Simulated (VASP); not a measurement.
# Al3BP4 (C2/m) in VASP: single point with PBE

Aim: the single point of Al3BP4 with PBE.

Everything below comes from runs of VASP 6.6.1. Logs are shortened: lines on timing, memory, paths and dates and some standing lists are left out, and cuts for length are marked.

### Step 1. The cell of the first run

It takes space group C2/m (No. 12, monoclinic). The conventional cell has a = 9.717 Å, b = 9.499 Å, c = 4.565 Å, α = 90.00°, β = 117.86°, γ = 90.00°. Al (site symmetry 2) has 1 B at 2.06 Å and 4 P at 2.45 to 2.46 Å and 1 Al at 2.69 Å within 2.7 Å. Al (site symmetry 2/m) has 2 Al at 2.69 Å and 8 P at 3.40 Å within 3.6 Å. B (site symmetry 2/m) has 2 Al at 2.06 Å within 2.7 Å. P (site symmetry -1) has 2 P at 2.28 Å and 2 Al at 2.45 Å within 3.0 Å. Within 3.0 Å of P (site symmetry -1) lie 2 P at 2.28 Å and 2 Al at 2.46 Å.

### Step 2. Single point, PBE

Input file INCAR:

```
PREC = Accurate ; ENCUT = 500
EDIFF = 1E-6 ; ISMEAR = 0
SIGMA = 0.2 ; LREAL = F
LASPH = T ; NELM = 120
ALGO = Normal ; ISIF = 2
LWAVE = F ; LCHARG = F
GGA = PE ; NBANDS = 26
GGA_COMPAT = F
```

Input file KPOINTS:

```
Automatic mesh
0
Gamma
  3 3 4
```

Input file POSCAR:

```
Al3BP4
1.0
    4.7428235867     -4.7495118203     -1.1056066938
    4.7428235867      4.7495118203     -1.1056066938
   -1.1811687918      0.0000000000      4.4097556439
Al B P
3 1 4
Direct
    0.2163574280      0.7836425720      0.0000000000
    0.7836425720      0.2163574280      0.0000000000
    0.5000000000      0.5000000000      0.0000000000
    0.0000000000      0.0000000000      0.0000000000
    0.0000000000      0.5000000000      0.5000000000
    0.5000000000      0.0000000000      0.5000000000
    0.0000000000      0.5000000000      0.0000000000
    0.5000000000      0.0000000000      0.0000000000
```

Potentials or basis: VASP PAW PBE potentials, release 64 (Al, B, P).

Run with:

```
$ cat potpaw_PBE.64/Al/POTCAR potpaw_PBE.64/B/POTCAR potpaw_PBE.64/P/POTCAR > POTCAR
$ mpirun -np 1 vasp_std > vasp.out
```

OUTCAR:

```text
PREC = Accurate
   ENCUT = 500
   EDIFF = 1E-6
   ISMEAR = 0
   LREAL = F
   LASPH = T
   NELM = 120
   ISIF = 2
   GGA = PE

 ion  position               nearest neighbor table
   1  0.216  0.784  0.000-   4 2.06   6 2.45   5 2.45   8 2.46   7 2.46   3 2.69
   2  0.784  0.216  0.000-   4 2.06   5 2.45   6 2.45   8 2.46   7 2.46   3 2.69
   3  0.500  0.500  0.000-   1 2.69   2 2.69
   4  0.000  0.000  0.000-   1 2.06   2 2.06
   5  0.000  0.500  0.500-   7 2.28   7 2.28   2 2.45   1 2.45
   6  0.500  0.000  0.500-   8 2.28   8 2.28   1 2.45   2 2.45
   7  0.000  0.500  0.000-   5 2.28   5 2.28   1 2.46   2 2.46
   8  0.500  0.000  0.000-   6 2.28   6 2.28   1 2.46   2 2.46

  Warning from LATTYP: Got some problem with cell dimensions!
  Tried to take original basis but could not verify dimensions!
  LATTYP: Found a base centered monoclinic cell.
 ALAT       =     9.7165395409
 B/A-ratio  =     0.9776138512
 C/A-ratio  =     0.4698386542
 COS(beta)  =    -0.4672696347

  Lattice vectors:

 A1 = (  -3.5616547949,   4.7495118203,  -3.3041489501)
 A2 = (  -3.5616547949,  -4.7495118203,  -3.3041489501)
 A3 = (  -1.1811687918,   0.0000000000,   4.4097556439)

Analysis of symmetry for initial positions (statically):
=====================================================================
 Subroutine PRICEL returns:
 Original cell was already a primitive cell.

 Routine SETGRP: Setting up the symmetry group for a
 base centered monoclinic supercell.

 Subroutine GETGRP returns: Found  4 space group operations
 (whereof  4 operations were pure point group operations)
 out of a pool of  4 trial point group operations.

The static configuration has the point symmetry C_2h.

Analysis of symmetry for dynamics (positions and initial velocities):
=====================================================================
 Subroutine PRICEL returns:
 Original cell was already a primitive cell.

 Routine SETGRP: Setting up the symmetry group for a
 base centered monoclinic supercell.

 Subroutine GETGRP returns: Found  4 space group operations
 (whereof  4 operations were pure point group operations)
 out of a pool of  4 trial point group operations.

The dynamic configuration has the point symmetry C_2h.

 Subroutine INISYM returns: Found  4 space group operations
 (whereof  4 operations are pure point group operations),
 and found     1 'primitive' translations

----------------------------------------------------------------------------------------

                                     Primitive cell

  volume of cell :     186.2643

  direct lattice vectors                    reciprocal lattice vectors
     4.742823587 -4.749511820 -1.105606694     0.112443368 -0.105273977  0.030118358
     4.742823587  4.749511820 -1.105606694     0.112443368  0.105273977  0.030118358
    -1.181168792  0.000000000  4.409755644     0.056383233  0.000000000  0.241872385

  length of vectors
     6.802543956  6.802543956  4.565205861     0.156949791  0.156949791  0.248357242

  position of ions in fractional coordinates (direct lattice)
     0.216357428  0.783642572  0.000000000
     0.783642572  0.216357428  0.000000000
     0.500000000  0.500000000  0.000000000
     0.000000000  0.000000000  0.000000000
     1.000000000  0.500000000  0.500000000
     0.500000000  1.000000000  0.500000000
     1.000000000  0.500000000  0.000000000
     0.500000000  1.000000000  0.000000000

  ion indices of the primitive-cell ions
   primitive index   ion index
                 1           1
                 2           2
                 3           3
                 4           4
                 5           5
                 6           6
                 7           7
                 8           8

----------------------------------------------------------------------------------------

 KPOINTS: Automatic mesh

Automatic generation of k-mesh.
 Grid dimensions read from file:
 generate k-points for:    3    3    4

 Generating k-lattice:

  Cartesian coordinates                     Fractional coordinates (reciprocal lattice)
     0.037481123 -0.035091326  0.010039453     0.333333333  0.000000000 -0.000000000
     0.037481123  0.035091326  0.010039453     0.000000000  0.333333333 -0.000000000
     0.014095808  0.000000000  0.060468096     0.000000000  0.000000000  0.250000000

  Length of vectors
     0.052316597  0.052316597  0.062089311

  Shift w.r.t. Gamma in fractional coordinates (k-lattice)
     0.000000000  0.000000000  0.000000000

 Subroutine IBZKPT returns following result:
 ===========================================

 Found     14 irreducible k-points:

 Following reciprocal coordinates:
            Coordinates               Weight
  0.000000  0.000000  0.000000      1.000000
  0.333333 -0.000000  0.000000      4.000000
  0.333333  0.333333  0.000000      2.000000
 -0.333333  0.333333  0.000000      2.000000
  0.000000  0.000000  0.250000      2.000000
  0.333333  0.000000  0.250000      4.000000
 -0.333333  0.000000  0.250000      4.000000
  0.333333  0.333333  0.250000      2.000000
 -0.333333  0.333333  0.250000      4.000000
 -0.333333 -0.333333  0.250000      2.000000
  0.000000  0.000000  0.500000      1.000000
  0.333333 -0.000000  0.500000      4.000000
  0.333333  0.333333  0.500000      2.000000
 -0.333333  0.333333  0.500000      2.000000
   k-points           NKPTS =     14   k-points in BZ     NKDIM =     14   number of bands    NBANDS=     26
   number of dos      NEDOS =    301   number of ions     NIONS =      8
   total plane-waves  NPLWV =  90000
   dimension x,y,z NGX =    50 NGY =   50 NGZ =   36
   dimension x,y,z NGXF=   100 NGYF=  100 NGZF=   72
   ions per type =               3   1   4
   NGX,Y,Z   is equivalent  to a cutoff of  12.22, 12.22, 13.11 a.u.
   NGXF,Y,Z  is equivalent  to a cutoff of  24.44, 24.44, 26.22 a.u.
 SYSTEM =  unknown system
   PREC   = accura    normal or accurate (medium, high low for compatibility)
   ISTART =      0    job   : 0-new  1-cont  2-samecut
   ICHARG =      2    charge: 1-file 2-atom 10-const
   ISPIN  =      1    spin polarized calculation?
   LNONCOLLINEAR =      F non collinear calculations
   LSORBIT =      F    spin-orbit coupling
   LASPH  =      T    aspherical Exc in radial PAW
   ENCUT  =  500.0 eV  36.75 Ry    6.06 a.u.  12.40 12.40  8.32*2*pi/ulx,y,z
   NELM   =    120;   NELMIN=  2; NELMDL= -5     # of ELM steps
   EDIFF  = 0.1E-05   stopping-criterion for ELM
   LREAL  =      F    real-space projection
   EDIFFG = 0.1E-04   stopping-criterion for IOM
   NSW    =      0    number of steps for IOM
   IBRION =     -1    ionic relax: 0-MD 1-quasi-New 2-CG
   NFREE  =      0    steps in history (QN), initial steepest desc. (CG)
   ISIF   =      2    stress and relaxation
   ISYM   =      2    0-nonsym 1-usesym 2-fastsym
   POTIM  = 0.5000    time-step for ionic-motion
   TEBEG  =    0.0;   TEEND  =   0.0 temperature during run
   PSTRESS=    0.0 pullay stress
   NELECT =      32.0000    total number of electrons
   NUPDOWN=      -1.0000    fix difference up-down
   EMIN   =  10.00;   EMAX   =-10.00  energy-range for DOS
   EFERMI =   0.00;   METHOD = LEGACY
   ISMEAR =     0;   SIGMA  =   0.20  broadening in eV -4-tet -1-fermi 0-gaus
   EFERMI_NEDOS =   21; number of points for ismear=-14 and -15
   IALGO  =     38    algorithm
   IMIX   =      4    mixing-type and parameters
     AMIX     =   0.40;   BMIX     =  1.00
     AMIX_MAG =   1.60;   BMIX_MAG =  1.00
  volume/ion in A,a.u.               =      23.28       157.12
  Fermi-wavevector in a.u.,A,eV,Ry     =   0.910084  1.719810 11.269071  0.828253
  Thomas-Fermi vector in A             =   2.034205
   LORBIT       =      0    0 simple, 1 ext, 2 COOP (PROOUT), +10 PAW based schemes
   GGA     = PE    functional components
   LHFCALC =     F    Hartree Fock is set to
   AEXX    =    0.0000 exact exchange contribution
   IVDW    =     0    specifies the selected vdW correction
   LEPSILON=     F    determine dielectric tensor
   LRPA    =     F    only Hartree local field effects (RPA)
 non-spin polarized calculation
 Gauss-broadening in eV      SIGMA  =   0.20
  energy-cutoff  :      500.00
  volume of cell :      186.26
 maximum number of plane-waves:      4751
 NGX is ok and might be reduce to    50
   NGX = 25   NGY = 25   NGZ = 17

 number of electron      31.9999997 magnetization

 Free energy of the ion-electron system (eV)
  ---------------------------------------------------
  ext. energy  EPLUGINS =         0.00000000
  ---------------------------------------------------
  free energy    TOTEN  =       -33.29418381 eV

  energy without entropy =      -33.22456250  energy(sigma->0) =      -33.25937316

 E-fermi :   3.5842     XC(G=0):  -8.4577

 val. band max:        3.5790648799   @ k =   0.3333   0.0000   0.2500
 cond. band min:       3.5928159086   @ k =   0.3333   0.3333   0.5000
 fundamental gap:      0.0137510287
 Fermi energy:         3.5842334350

 k-point     1 :       0.0000    0.0000    0.0000
  band No.  band energies     occupation
      1      -9.7945      2.00000
      2      -9.3046      2.00000
      3      -4.3831      2.00000
      4      -3.1218      2.00000
      5      -3.0981      2.00000
      6      -2.8820      2.00000
[... 18 lines left out ...]
     25       7.6119      0.00000
     26       8.1592      0.00000

 k-point     2 :       0.3333   -0.0000    0.0000
  band No.  band energies     occupation
      1      -9.6764      2.00000
      2      -9.4311      2.00000
      3      -4.2626      2.00000
      4      -3.6695      2.00000
      5      -3.0644      2.00000
      6      -2.9147      2.00000
[... 18 lines left out ...]
     25       7.6376      0.00000
     26       8.0980      0.00000

 k-point     3 :       0.3333    0.3333    0.0000
  band No.  band energies     occupation
      1      -9.5983      2.00000
      2      -9.4917      2.00000
      3      -4.6318      2.00000
      4      -3.3484      2.00000
      5      -3.1384      2.00000
      6      -2.9222      2.00000
[... 18 lines left out ...]
     25       7.7129      0.00000
     26       8.4233      0.00000

 k-point     4 :      -0.3333    0.3333    0.0000
  band No.  band energies     occupation
      1      -9.7119      2.00000
      2      -9.3548      2.00000
      3      -4.8814      2.00000
      4      -3.2029      2.00000
      5      -3.0374      2.00000
      6      -2.9225      2.00000
[... 18 lines left out ...]
     25       7.1037      0.00000
     26       8.3546      0.00000

 k-point     5 :       0.0000    0.0000    0.2500
  band No.  band energies     occupation
      1      -9.3274      2.00000
      2      -8.9521      2.00000
      3      -6.0133      2.00000
      4      -5.7621      2.00000
      5      -3.0354      2.00000
      6      -2.8029      2.00000
[... 18 lines left out ...]
     25       8.3326      0.00000
     26       8.8294      0.00000

 k-point     6 :       0.3333    0.0000    0.2500
  band No.  band energies     occupation
      1      -9.1675      2.00000
      2      -9.1088      2.00000
      3      -6.0106      2.00000
      4      -5.8141      2.00000
      5      -3.4167      2.00000
      6      -2.4605      2.00000
[... 137 lines left out ...]
 k-point    11 :       0.0000    0.0000    0.5000
  band No.  band energies     occupation
      1      -8.0847      2.00000
      2      -7.9803      2.00000
      3      -7.8110      2.00000
      4      -7.7252      2.00000
      5      -3.1554      2.00000
      6      -1.7563      2.00000
[... 18 lines left out ...]
     25       7.3087      0.00000
     26       7.4164      0.00000

 k-point    12 :       0.3333   -0.0000    0.5000
  band No.  band energies     occupation
      1      -8.1172      2.00000
      2      -8.0611      2.00000
      3      -7.7164      2.00000
      4      -7.6782      2.00000
      5      -3.2236      2.00000
      6      -2.2102      2.00000
[... 18 lines left out ...]
     25       6.8854      0.00000
     26       7.2599      0.00000

 k-point    13 :       0.3333    0.3333    0.5000
  band No.  band energies     occupation
      1      -8.1532      2.00000
      2      -8.0232      2.00000
      3      -7.7288      2.00000
      4      -7.6650      2.00000
      5      -3.2371      2.00000
      6      -1.9080      2.00000
[... 18 lines left out ...]
     25       6.8973      0.00000
     26       7.7757      0.00000

 k-point    14 :      -0.3333    0.3333    0.5000
  band No.  band energies     occupation
      1      -8.0741      2.00000
      2      -7.9933      2.00000
      3      -7.7798      2.00000
      4      -7.7571      2.00000
      5      -3.1343      2.00000
      6      -1.9530      2.00000
[... 18 lines left out ...]
     25       7.1304      0.00000
     26       7.7119      0.00000

------------------------ aborting loop because EDIFF is reached ----------------------------------------

  FORCE on cell =-STRESS in cart. coord.  units (eV):
  Direction    XX          YY          ZZ          XY          YZ          ZX
  --------------------------------------------------------------------------------------
  -------------------------------------------------------------------------------------
  Total        0.0616899      0.3218954      0.0983989      0.0000000      0.0000000     -0.0367857
  in kB        0.5306337      2.7688265      0.8463908      0.0000000      0.0000000     -0.3164169
  external PRESSURE =       1.3819503 kB  Pullay stress =       0.0000000 kB

 VOLUME and BASIS-vectors are now :
 -----------------------------------------------------------------------------
  energy-cutoff  :      500.00
  volume of cell :      186.26
      direct lattice vectors                 reciprocal lattice vectors
     4.742823587 -4.749511820 -1.105606694     0.112443368 -0.105273977  0.030118358
     4.742823587  4.749511820 -1.105606694     0.112443368  0.105273977  0.030118358
    -1.181168792  0.000000000  4.409755644     0.056383233  0.000000000  0.241872385

 POSITION                                       TOTAL-FORCE (eV/Angst)
 -----------------------------------------------------------------------------------
      4.74282      2.69433     -1.10561         0.000000     -0.002439      0.000000
      4.74282     -2.69433     -1.10561        -0.000000      0.002439     -0.000000
      4.74282      0.00000     -1.10561         0.000000     -0.000000      0.000000
      0.00000      0.00000      0.00000         0.000000      0.000000      0.000000
      1.78083      2.37476      1.65207         0.000000     -0.000000      0.000000
      1.78083     -2.37476      1.65207         0.000000     -0.000000      0.000000
      2.37141      2.37476     -0.55280         0.000000      0.000000      0.000000
      2.37141     -2.37476     -0.55280         0.000000      0.000000      0.000000
 -----------------------------------------------------------------------------------
    total drift:                               -0.000000      0.000000     -0.000000

  FREE ENERGIE OF THE ION-ELECTRON SYSTEM (eV)
  ---------------------------------------------------
  free  energy   TOTEN  =       -33.2941838135 eV

  energy  without entropy=      -33.2245625012  energy(sigma->0) =      -33.25937316
```

Run time: 34 s. Hardware: 1 thread of Intel Xeon 6975P-C (Granite Rapids), shared host; peak memory 0.3 GiB.

What came out:

```yaml
Free_energy: -33.2942 eV
Pressure: 0.1 GPa
Band_gap_on_the_k_mesh: zero (band 16 reaches 4.04 eV, above the bottom of band 17 at 2.98 eV)
```

Forces in eV/Å, atoms in the order of the input:
```
Al   0.000 -0.002  0.000
Al   0.000  0.002  0.000
Al   0.000  0.000  0.000
B    0.000  0.000  0.000
P    0.000  0.000  0.000
P    0.000  0.000  0.000
P    0.000  0.000  0.000
P    0.000  0.000  0.000
```

Levels at points of the mesh, in eV from the Fermi level:
```tsv
k point	band 12	band 13	band 14	band 15	band 16	band 17	band 18	band 19	band 20	band 21
(0.00, 0.00, 0.00)	-3.94	-1.88	-0.33	-0.18	-0.09	0.62	1.85	1.93	2.20	2.64
(0.00, 0.00, 0.50)	-2.40	-1.63	-0.68	-0.25	-0.11	0.71	0.97	1.16	1.23	1.74
```

Caveat: the k points lie up to 0.39 Å⁻¹ apart.
